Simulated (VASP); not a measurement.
A run of VASP 6.6.1 is set up as follows.

INCAR

```
PREC     = Accurate       # precision mode
ENCUT    = 520            # plane-wave cutoff, eV
EDIFF    = 1E-7           # SCF threshold, eV
ISMEAR   = 0              # smearing method
SIGMA    = 0.1            # smearing width, eV
LREAL    = F              # projectors in reciprocal space
LASPH    = T              # aspherical terms in the spheres
NELM     = 60             # most SCF steps
ALGO     = Normal         # electronic algorithm
ISIF     = 2              # what is computed and relaxed
LWAVE    = F              # write WAVECAR
LCHARG   = T              # write CHGCAR
LDIPOL   = T            
IDIPOL   = 3            
DIPOL    = 0.5 0.5 0.348
GGA      = PE             # functional
LELF     = T              # ELF
LVHAR    = T            
LVACPOTAV= T            
NBANDS   = 31             # bands
```

File KPOINTS:

```
regular mesh
0
Gamma
  9 9 1
```

The input POSCAR:

```
W3C
1.0
    2.8547213223      0.0000000000      0.0000000000
    0.0000000000      2.8547213223      0.0000000000
    0.0000000000      0.0000000000     19.4446427381
W C
3 1
Direct
    0.5000000000      0.5000000000      0.2057121879
    0.0000000000      0.0000000000      0.3071172995
    0.5000000000      0.5000000000      0.4085774599
    0.6666666667      1.0000000000      0.4716454118
```

Potentials or basis: VASP PAW PBE potentials, release 64 (W_sv, C).

The run is started by

```console
$ cat potpaw_PBE.64/W_sv/POTCAR potpaw_PBE.64/C/POTCAR > POTCAR
$ mpirun -np 1 vasp_std > vasp.out
```

(1) Estimate the largest force.

(2) What does it give for the band gap on the k mesh?

## Answers

(1) 1.163 eV/Å.

(2) zero (bands 23 and 24 overlap by 1.50 eV).

Caveat: spin-orbit coupling is left out, which moves the levels of the heavy elements.
